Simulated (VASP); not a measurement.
# CuGe23 (a cell with a defect) in VASP: notebook, part 3 of 3

VASP 6.6.1. The steps go on from the part before.

**5. Single point, PBEsol+U, collinear spin**

INCAR

```
SYSTEM = CuGe23
PREC = Accurate ; ENCUT = 350
EDIFF = 1E-5 ; ISMEAR = 0
SIGMA = 0.03 ; LREAL = Auto
LASPH = .True. ; NELM = 120
ALGO = Normal ; ISIF = 2
LWAVE = .False. ; LCHARG = .False.
ISPIN = 2 ; MAGMOM = 3 0 0 0 0 0 0 0 0 0 0 0 0 0 0 0 0 0 0 0 0 0 0 0
LORBIT = 11 ; NUPDOWN = 3
LMAXMIX = 4 ; LDAU = .True.
LDAUTYPE = 2 ; LDAUL = 2 -1
LDAUU = 5 0 ; LDAUJ = 0 0
LDAUPRINT = 1 ; GGA = PS
NBANDS = 188 ; ISYM = 0
KPAR = 4
```

KPOINTS

```
regular mesh
0
Gamma
  2 3 3
  0 0 0
```

POSCAR

```
CuGe23                                  
1.0
    0.0000000000      8.4863100000      8.4863100000
    5.6575400000      0.0000000000      5.6575400000
    5.6575400000      5.6575400000      0.0000000000
  Cu              Ge            
     1    23
Direct
     0.9997845806103637    0.0004641225729317    0.9981968130540594
     0.0006844431560808    0.0023887146969546    0.4953456694322084
     0.0011871055331935    0.4979780686574852    0.0017106155070032
     0.0016794340678711    0.4958068289107706    0.4964752163893178
     0.3289508089723974    0.0009779625105509    0.0028907142349665
     0.3284108972601560    0.0027256521864391    0.4999144740828792
     0.3283422678112448    0.5011966154689039    0.0045477622885648
     0.3308684968183000    0.5000952882276103    0.5035282754013516
     0.6674923687298370    0.0011213710172493    0.0004758771919635
     0.6654810512181369    0.9993401320503220    0.4964987280654549
     0.6664321067913790    0.4961755743133834    0.0032404523177432
     0.6657628383247175    0.4983038022503877    0.5019659925187966
     0.0780414097847093    0.1212290941692507    0.1187124291665520
     0.0784952113336991    0.1189594100338623    0.6395126297024195
     0.0784100835183859    0.6415792311844494    0.1198582186673836
     0.0815216713526208    0.6254492205903607    0.6248586554496308
     0.4170396716220903    0.1251596042060675    0.1238159004004928
     0.4158477495525828    0.1224115056141790    0.6258618631698238
     0.4168060030905295    0.6238407227079283    0.1260219680577576
     0.4174258384274236    0.6255048745911775    0.6273673072880589
     0.7599287808026758    0.1193391031386339    0.1195805517345420
     0.7512993211153516    0.1202813186665932    0.6243587681984368
     0.7517430075268715    0.6248845362601951    0.1239434103808893
     0.7525298525793799    0.6223932459743343    0.6261697072997041
```

Launch:

```console
$ cat potpaw_PBE.64/Cu/POTCAR potpaw_PBE.64/Ge_d/POTCAR > POTCAR
$ mpirun -np 4 vasp_std > vasp.out
```

Wall time 12 min (4 MPI ranks of Intel Xeon 6975P-C (Granite Rapids), shared host); peak memory 1.1 GiB.

It converged, with:

| Property | Result |
| --- | --- |
| Free energy | -113.6853 eV |
| Largest force | 0.243 eV/Å |
| Net moment | 3.00 μB per cell |
| Site moments | Cu +0.20; Ge +0.07, +0.06, +0.15, +0.04, +0.08, +0.05 (each value once) μB |
| Valence electrons inside the program's atomic spheres | Cu 10.19; Ge 12.39, 12.40, 12.38, 12.37 (each value once) |

Forces on the atoms (eV/Å):
```
Cu   0.034  0.016  0.003
Ge  -0.059  0.122  0.201
Ge  -0.061  0.211  0.103
Ge  -0.131  0.089  0.082
Ge   0.070  0.044  0.055
Ge  -0.040  0.061  0.051
Ge  -0.057  0.052  0.052
Ge  -0.072  0.095  0.105
Ge   0.058  0.058  0.048
Ge  -0.008  0.040  0.081
Ge  -0.028  0.053  0.027
Ge  -0.099  0.132  0.144
Ge  -0.091 -0.095 -0.105
Ge   0.116 -0.045 -0.107
Ge   0.105 -0.113 -0.042
Ge   0.095 -0.121 -0.125
Ge  -0.054 -0.058 -0.077
Ge   0.047 -0.025 -0.072
Ge   0.047 -0.093 -0.024
Ge   0.086 -0.146 -0.140
Ge  -0.125  0.038  0.028
Ge   0.065 -0.103 -0.107
Ge   0.043 -0.126 -0.109
Ge   0.059 -0.087 -0.074
```

Eigenvalues of the final occupation matrices:
```csv
site,spin,trace,eigenvalues
site 1 d,1,4.71,0.94 0.94 0.94 0.94 0.95
site 1 d,2,4.62,0.91 0.91 0.92 0.94 0.94
```

Caveat: the cutoff is under 1.25 times the usual one of these potentials, so pressure, stress and relaxed cells hold a basis-set (Pulay) error; the PAW data sets were made with another functional, which shifts forces and pressure a little; the total moment is fixed, so each spin has its own Fermi level; the U is typed as a test and isn't derived for this compound.

**6. Single point, PBEsol+U, collinear spin**

Changes to INCAR since step 5:

```diff
@@ -7,4 +7,4 @@
 LWAVE = .False. ; LCHARG = .False.
-ISPIN = 2 ; MAGMOM = 3 0 0 0 0 0 0 0 0 0 0 0 0 0 0 0 0 0 0 0 0 0 0 0
-LORBIT = 11 ; NUPDOWN = 3
+ISPIN = 2 ; MAGMOM = 1 0 0 0 0 0 0 0 0 0 0 0 0 0 0 0 0 0 0 0 0 0 0 0
+LORBIT = 11 ; NUPDOWN = 1
 LMAXMIX = 4 ; LDAU = .True.
@@ -14,2 +14,2 @@
 NBANDS = 188 ; ISYM = 0
-KPAR = 4
+KPAR = 2
```

KPOINTS

```
regular mesh
0
Gamma
  2 2 2
  0 0 0
```

POSCAR is that of step 5.

Potentials or basis: VASP PAW PBE potentials, release 64 (Cu, Ge_d).

Launch:

```console
$ cat potpaw_PBE.64/Cu/POTCAR potpaw_PBE.64/Ge_d/POTCAR > POTCAR
$ mpirun -np 4 vasp_std > vasp.out
```

OUTCAR:

```text
SYSTEM = CuGe23
   PREC = Accurate
   ENCUT = 350
   EDIFF = 1E-5
   ISMEAR = 0
   LREAL = Auto
   LASPH = .True.
   NELM = 120
   ISIF = 2
   ISPIN = 2
   LORBIT = 11
   NUPDOWN = 1
   GGA = PS
   ISYM = 0

 ion  position               nearest neighbor table
   1  1.000  0.000  0.998-  13 2.34  14 2.34  15 2.34  21 2.35
   2  0.001  0.002  0.495-  22 2.44  16 2.46  13 2.46  14 2.47
   3  0.001  0.498  0.002-  23 2.44  16 2.46  13 2.46  15 2.47
   4  0.002  0.496  0.496-  24 2.44  15 2.46  14 2.46  16 2.47
   5  0.329  0.001  0.003-  13 2.46  18 2.46  19 2.46  17 2.46
   6  0.328  0.003  0.500-  14 2.45  17 2.46  18 2.46  20 2.47
[... 16 lines left out ...]
  23  0.752  0.625  0.124-   3 2.44   9 2.46  11 2.47  12 2.47
  24  0.753  0.622  0.626-   4 2.44  10 2.46  11 2.46  12 2.47

IMPORTANT INFORMATION: All symmetrisations will be switched off!
NOSYMM: (Re-)initialisation of all symmetry stuff for point group C_1.

----------------------------------------------------------------------------------------

                                     Primitive cell

  volume of cell :     543.2555

  direct lattice vectors                    reciprocal lattice vectors
     0.000000000  8.486310000  8.486310000    -0.058918423  0.058918423  0.058918423
     5.657540000  0.000000000  5.657540000     0.088377634 -0.088377634  0.088377634
     5.657540000  5.657540000  0.000000000     0.088377634  0.088377634 -0.088377634

  length of vectors
    12.001454697  8.000969798  8.000969798     0.102049702  0.153074553  0.153074553

  position of ions in fractional coordinates (direct lattice)
     0.999784581  0.000464123  0.998196813
     0.000684443  0.002388715  0.495345669
     0.001187106  0.497978069  0.001710616
     0.001679434  0.495806829  0.496475216
     0.328950809  0.000977963  0.002890714
     0.328410897  0.002725652  0.499914474
[... 16 lines left out ...]
     0.751743008  0.624884536  0.123943410
     0.752529853  0.622393246  0.626169707

  ion indices of the primitive-cell ions
   primitive index   ion index
                 1           1
                 2           2
                 3           3
                 4           4
                 5           5
                 6           6
[... 16 lines left out ...]
                23          23
                24          24

----------------------------------------------------------------------------------------

 KPOINTS: regular mesh

Automatic generation of k-mesh.
 Grid dimensions read from file:
 generate k-points for:    2    2    2

 Generating k-lattice:

  Cartesian coordinates                     Fractional coordinates (reciprocal lattice)
    -0.029459211  0.029459211  0.029459211     0.500000000  0.000000000  0.000000000
     0.044188817 -0.044188817  0.044188817     0.000000000  0.500000000  0.000000000
     0.044188817  0.044188817 -0.044188817     0.000000000  0.000000000  0.500000000

  Length of vectors
     0.051024851  0.076537276  0.076537276

[... 102 lines left out ...]
  o =  0.9177  v =  0.0000  0.0000  0.0000  0.0000  0.0000  0.6168 -0.1404  0.0140 -0.7740  0.0225      0.0000  0.0000  0.0000  0.0000  0.0000  0.0000  0.0000  0.0000  0.0000  0.0000
  o =  0.9276  v =  0.5133  0.6261 -0.0191  0.5854  0.0392  0.0000  0.0000  0.0000  0.0000  0.0000      0.0000  0.0000  0.0000  0.0000  0.0000  0.0000  0.0000  0.0000  0.0000  0.0000
  o =  0.9280  v =  0.0000  0.0000  0.0000  0.0000  0.0000  0.5902 -0.5661 -0.0298  0.5735  0.0385      0.0000  0.0000  0.0000  0.0000  0.0000  0.0000  0.0000  0.0000  0.0000  0.0000
  o =  0.9287  v = -0.7337 -0.0318  0.0091  0.6785 -0.0118  0.0000  0.0000  0.0000  0.0000  0.0000      0.0000  0.0000  0.0000  0.0000  0.0000  0.0000  0.0000  0.0000  0.0000  0.0000
  o =  0.9392  v =  0.4413 -0.7566  0.1024  0.4373 -0.1763  0.0000  0.0000  0.0000  0.0000  0.0000      0.0000  0.0000  0.0000  0.0000  0.0000  0.0000  0.0000  0.0000  0.0000  0.0000
  o =  0.9417  v = -0.0084  0.0293 -0.7828 -0.0080 -0.6215  0.0000  0.0000  0.0000  0.0000  0.0000      0.0000  0.0000  0.0000  0.0000  0.0000  0.0000  0.0000  0.0000  0.0000  0.0000
  o =  0.9419  v = -0.0574  0.1838  0.6134 -0.0750 -0.7623  0.0000  0.0000  0.0000  0.0000  0.0000      0.0000  0.0000  0.0000  0.0000  0.0000  0.0000  0.0000  0.0000  0.0000  0.0000
  o =  0.9424  v =  0.0000  0.0000  0.0000  0.0000  0.0000  0.0234 -0.0034 -0.6864 -0.0143 -0.7267      0.0000  0.0000  0.0000  0.0000  0.0000  0.0000  0.0000  0.0000  0.0000  0.0000
  o =  0.9425  v =  0.0000  0.0000  0.0000  0.0000  0.0000 -0.0243  0.0395 -0.7264 -0.0198  0.6855      0.0000  0.0000  0.0000  0.0000  0.0000  0.0000  0.0000  0.0000  0.0000  0.0000

 number of electron     332.9999959 magnetization       1.0000000

 Free energy of the ion-electron system (eV)
  ---------------------------------------------------
  ext. energy  EPLUGINS =         0.00000000
  ---------------------------------------------------
  free energy    TOTEN  =      -113.55271058 eV

  energy without entropy =     -113.54953552  energy(sigma->0) =     -113.55112305

 E-fermi :   4.2584     XC(G=0): -10.0992

 val. band max:        4.5654329668   @ k =   0.0000   0.0000   0.5000
 cond. band min:       4.2586343321   @ k =   0.0000   0.0000   0.0000
 fundamental gap:     -0.3067986347
 Fermi energy:         4.6029864054

 spin component 1

 k-point     1 :       0.0000    0.0000    0.0000
  band No.  band energies     occupation
      1     -20.1004      1.00000
      2     -20.0965      1.00000
      3     -20.0954      1.00000
      4     -20.0918      1.00000
      5     -20.0896      1.00000
      6     -20.0842      1.00000
[... 1437 lines left out ...]
    177       6.9161      0.00000
    178       7.5367      0.00000
 Fermi energy:         4.2583776609

 spin component 2

 k-point     1 :       0.0000    0.0000    0.0000
  band No.  band energies     occupation
      1     -20.0967      1.00000
      2     -20.0929      1.00000
      3     -20.0914      1.00000
      4     -20.0859      1.00000
      5     -20.0856      1.00000
      6     -20.0785      1.00000
[... 1437 lines left out ...]
    177       6.9524      0.00000
    178       7.5694      0.00000
 [bands above 178 left out]

------------------------ aborting loop because EDIFF is reached ----------------------------------------

  FORCE on cell =-STRESS in cart. coord.  units (eV):
  Direction    XX          YY          ZZ          XY          YZ          ZX
  --------------------------------------------------------------------------------------
  -------------------------------------------------------------------------------------
  Total       -0.6910836     -1.2349893     -1.2090436     -0.3195793     -0.2333385     -0.3799646
  in kB       -2.0381542     -3.6422489     -3.5657296     -0.9425079     -0.6881655     -1.1205974
  external PRESSURE =      -3.0820442 kB  Pullay stress =       0.0000000 kB

 VOLUME and BASIS-vectors are now :
 -----------------------------------------------------------------------------
  energy-cutoff  :      350.00
  volume of cell :      543.26
      direct lattice vectors                 reciprocal lattice vectors
     0.000000000  8.486310000  8.486310000    -0.058918423  0.058918423  0.058918423
     5.657540000  0.000000000  5.657540000     0.088377634 -0.088377634  0.088377634
     5.657540000  5.657540000  0.000000000     0.088377634  0.088377634 -0.088377634

 POSITION                                       TOTAL-FORCE (eV/Angst)
 -----------------------------------------------------------------------------------
      5.64996     14.13182      8.48711         0.118119     -0.170335     -0.186380
      2.81595      2.80825      0.01932        -0.080531      0.068685     -0.131199
      2.82701      0.01975      2.82740        -0.083749     -0.120916      0.049199
      5.61388      2.82308      2.81930         0.193007      0.086615      0.078969
      0.02189      2.80793      2.79711        -0.042612     -0.047806     -0.037730
      2.84371      5.61528      2.80242        -0.028647      0.014828     -0.003357
[... 16 lines left out ...]
      4.23652      7.08074      9.91483         0.091155     -0.041958     -0.130948
      7.06379      9.92878      9.90742         0.058628     -0.114273     -0.101870
 -----------------------------------------------------------------------------------
    total drift:                               -0.002646      0.002801     -0.001716

  FREE ENERGIE OF THE ION-ELECTRON SYSTEM (eV)
  ---------------------------------------------------
  free  energy   TOTEN  =      -113.5527105759 eV

  energy  without entropy=     -113.5495355247  energy(sigma->0) =     -113.55112305

 total charge

# of ion       s       p       d       tot
------------------------------------------
    1        0.488   0.391   9.305  10.184
    2        1.130   1.242  10.020  12.392
    3        1.130   1.242  10.020  12.391
    4        1.129   1.242  10.020  12.391
    5        1.130   1.247  10.018  12.395
    6        1.124   1.255  10.019  12.399
[... 16 lines left out ...]
   23        1.120   1.259  10.019  12.398
   24        1.119   1.260  10.019  12.398
--------------------------------------------------
tot         26.463  28.956 239.759 295.178

 magnetization (x)

# of ion       s       p       d       tot
------------------------------------------
    1        0.000   0.045   0.031   0.077
    2        0.000   0.014   0.002   0.016
    3        0.000   0.015   0.002   0.016
    4       -0.000   0.011   0.002   0.012
    5        0.000   0.025   0.002   0.027
    6        0.001   0.020   0.002   0.022
[... 16 lines left out ...]
   23        0.000   0.017   0.001   0.018
   24        0.000   0.017   0.001   0.018
--------------------------------------------------
tot          0.022   0.546   0.071   0.639
```

Run time: 7.9 min. Hardware: 4 MPI ranks of Intel Xeon 6975P-C (Granite Rapids), shared host; peak memory 0.58 GiB.

What came out:

| Item | Value |
| --- | --- |
| Free energy | -113.5527 eV |
| Largest force | 0.279 eV/Å |
| Net moment | 1.00 μB per cell |
| Site moments | Cu +0.08; Ge +0.02, +0.01, +0.03, +0.05, +0.06, -0.00 (each value once) μB |
| Valence electrons inside the program's atomic spheres | Cu 10.18; Ge 12.39, 12.40, 12.36, 12.37, 12.38 (each value once) |

Forces on the atoms (eV/Å):
```
Cu   0.118 -0.170 -0.186
Ge  -0.081  0.069 -0.131
Ge  -0.084 -0.121  0.049
Ge   0.193  0.087  0.079
Ge  -0.043 -0.048 -0.038
Ge  -0.029  0.015 -0.003
Ge  -0.048 -0.001  0.009
Ge  -0.121  0.100  0.110
Ge   0.004 -0.058 -0.071
Ge  -0.007 -0.022  0.026
Ge  -0.030 -0.004 -0.034
Ge  -0.132  0.104  0.117
Ge  -0.032  0.151  0.139
Ge  -0.121  0.122  0.102
Ge  -0.134  0.088  0.121
Ge   0.059 -0.071 -0.072
Ge  -0.042  0.014 -0.007
Ge   0.140 -0.001  0.015
Ge   0.140 -0.011 -0.002
Ge  -0.006 -0.147 -0.142
Ge  -0.014  0.183  0.172
Ge   0.118 -0.122 -0.020
Ge   0.091 -0.042 -0.131
Ge   0.059 -0.114 -0.102
```

Eigenvalues of the final occupation matrices:
```tsv
site	spin	trace	eigenvalues
site 1 d	1	4.68	0.93 0.93 0.94 0.94 0.94
site 1 d	2	4.65	0.92 0.92 0.93 0.94 0.94
```

Caveat: the k points lie up to 0.48 Å⁻¹ apart; the cutoff is under 1.25 times the usual one of these potentials, so pressure, stress and relaxed cells hold a basis-set (Pulay) error; the PAW data sets were made with another functional, which shifts forces and pressure a little; the total moment is fixed, so each spin has its own Fermi level; the U is typed as a test and isn't derived for this compound.

**7. Summary**

```csv
task,U,fixed moment (μB),cell,k mesh,moment (μB),largest force (eV/Å)
relaxation of the atoms,Cu d U = 5 eV,3,"atoms relaxed, atomic positions A",2 × 2 × 2,3.00,0.02
single point,Cu d U = 5 eV,-,"as given, atomic positions B",2 × 2 × 2,0.01,0.31
single point,Cu d U = 7 eV,3,"as given, atomic positions B",2 × 2 × 2,3.00,0.03
single point,Cu d U = 5 eV,3,"as given, atomic positions B",2 × 3 × 3,3.00,0.24
single point,Cu d U = 5 eV,1,"as given, atomic positions B",2 × 2 × 2,1.00,0.28
```

Alike in all rows: level PBEsol+U; potentials or basis VASP PAW PBE potentials, release 64 (Cu, Ge_d); spin collinear; cutoff (eV) 350; smearing gaussian 0.03 eV.

Caveats: some runs use coarse meshes; the cutoff is under 1.25 times the usual one of these potentials, so pressure, stress and relaxed cells hold a basis-set (Pulay) error; the PAW data sets were made with another functional, which shifts forces and pressure a little; the U is typed as a test and isn't derived for this compound; the total moment is fixed, so each spin has its own Fermi level (at least some runs).

Total energies depend on the potentials used, so only differences within one code and one set of settings carry meaning.
